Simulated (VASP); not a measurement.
Runs of VASP 6.6.1 on CoO. Symmetry: Fm-3m, No. 225, cubic system. Conventional cell: a = 4.263 Å, b = 4.263 Å, c = 4.263 Å, α = 90.00°, β = 90.00°, γ = 90.00°. Within 2.8 Å of Co (site symmetry m-3m) lie 6 O at 2.13 Å. Within 2.8 Å of O (site symmetry m-3m) lie 6 Co at 2.13 Å. 

| smearing | gap on the mesh (eV) | pressure (GPa) | moment (μB) |
| --- | --- | --- | --- |
| gaussian 0.2 eV | none | (a) | (b) |
| gaussian 0.1 eV | none | -19.2 | 3.00 |
| gaussian 0.05 eV | none | -19.3 | 3.00 |
| gaussian 0.3 eV | none | -18.5 | 2.95 |

Alike in all rows: task single point; level LDA+U; potentials or basis VASP PAW LDA potentials, release 64 (Co, O); spin collinear, ferromagnetic start; Co d U = 3.0 eV; cell as given; k mesh 10 × 10 × 10; cutoff (eV) 600.

**Question.** Fill in the values left out.

**Answer.** (a) -18.8; (b) 2.98.

Caveats: a cell with one magnetic atom can't hold antiferromagnetic order, which such compounds often take.

A gap of «none» marks levels without a gap at the run's occupations.
